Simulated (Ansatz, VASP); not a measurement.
## One calculation of KBr, two programs

```
K Br
1.0
     0.00000    3.02910    3.02910
     3.02910    0.00000    3.02910
     3.02910    3.02910    0.00000
K Br
1 1
Cartesian
  0.0000 0.0000 0.0000
  3.0291 3.0291 3.0291
```

Change from the starting cell: strain -0.080 along x and y, -0.080 along z, atoms carried along.

Alike in both runs: task single point; functional PBE; k mesh 6 × 6 × 6; occupations gaussian, width 0.05 eV; no spin polarisation.

|  | VASP | Ansatz |
| --- | --- | --- |
| version | VASP 6.6.1 | Ansatz 0.2.0 |
| potentials or method | VASP PAW PBE potentials, release 64 (K_sv, Br), cutoff 520 eV | scalar-relativistic, plane waves, PAW |
| valence electrons in the cell | 16 | 16 |

Ansatz gave:

* gap on the k mesh at the Fermi level (eV): 5.25
* least direct gap on the mesh (eV): 5.25
* pressure (GPa): 8.5

Problem. What did VASP give for the same quantities?

Solution. gap on the k mesh at the Fermi level (eV): 5.25; least direct gap on the mesh (eV): 5.25; pressure (GPa): 8.7.

With one functional, cell and mesh, what is left measures potentials, basis and numerics.
